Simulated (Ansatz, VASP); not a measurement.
## HfO2: VASP beside Ansatz

Contents of INCAR:

```
ALGO = Normal
EDIFF = 1E-6
ENCUT = 520
GGA = PS
ISIF = 2
ISMEAR = 0
LASPH = True
LCHARG = False
LREAL = False
LWAVE = False
NBANDS = 31
NELM = 80
PREC = Accurate
SIGMA = 0.05
```

The input KPOINTS:

```
k-points
0
Gamma
  6 6 6
```

File POSCAR:

```
HfO2
1.0
    0.0000000000     -2.5220673945     -2.5220673945
    0.0000000000      2.5220673945     -2.5220673945
    5.0441347890      0.0000000000      0.0000000000
Hf O
2 4
Direct
    0.0095953027     -0.0095953027      0.0000000000
    0.4904046973      0.5095953027      0.5000000000
   -0.0003817119      0.4996182881      0.7500000000
    0.5003817119      0.0003817119      0.2500000000
   -0.0003817119      0.4996182881      0.2500000000
    0.5003817119      0.0003817119      0.7500000000
```

Input for Ansatz:

```yaml
crystal:
  lattice:
    - [0.0, -2.5220673945, -2.5220673945]
    - [0.0, 2.5220673945, -2.5220673945]
    - [5.044134789, 0.0, 0.0]
  atoms:
    - { symbol: Hf, position: [0.0095953027, -0.0095953027, 0.0] }
    - { symbol: Hf, position: [0.4904046973, 0.5095953027, 0.5] }
    - { symbol: O, position: [-0.0003817119, 0.4996182881, 0.75] }
    - { symbol: O, position: [0.5003817119, 0.0003817119, 0.25] }
    - { symbol: O, position: [-0.0003817119, 0.4996182881, 0.25] }
    - { symbol: O, position: [0.5003817119, 0.0003817119, 0.75] }
basis:
  ecutwfc: 520.0
kpoints:
  mp_grid: { grid: [6, 6, 6] }
hamiltonian:
  xc: pbesol
  pseudopotentials: { kind: paw, azcp: { folder: soft_1 } }
scf:
  occupations: { method: gaussian, width: 0.05 }
output:
  forces: true
  stress: true
  eigenvalues: true
```

Change from the starting cell: mode 1 frozen in at +0.000 Å and mode 5 at -0.048 Å (largest displacements).

Alike in both runs: task single point; functional PBEsol; k mesh 6 × 6 × 6; occupations gaussian, width 0.05 eV; no spin polarisation.

|  | VASP | Ansatz |
| --- | --- | --- |
| version | VASP 6.6.1 | Ansatz 0.2.0 |
| potentials or method | VASP PAW PBE potentials, release 64 (Hf_pv, O), cutoff 520 eV | scalar-relativistic, plane waves, PAW |
| valence electrons in the cell | 44 | 76 |

|  | VASP | Ansatz | Ansatz less VASP |
| --- | --- | --- | --- |
| gap on the k mesh at the Fermi level (eV) | 3.71 | 3.69 | -0.019 |
| least direct gap on the mesh (eV) | 3.71 | 3.69 | -0.019 |
| pressure (GPa) | -3.5 | 0.3 | +3.78 |
| traceless stress, the component that is largest in VASP (GPa) | -0.11 | -0.10 | +0.004 |
| rms of the force components (eV/Å) | 0.099 | 0.102 | +0.0030 |

VASP's potentials were made for PBE, not for PBEsol, and Ansatz warns of the same on its side. Atom by atom the forces differ by 0.010 eV/Å (rms over components). With one functional, cell and mesh, what is left measures potentials, basis and numerics. VASP's potentials hold 44 valence electrons a cell and Ansatz's 76, so a difference there can come from the potentials and not from the codes.

Spin-orbit coupling is off throughout.
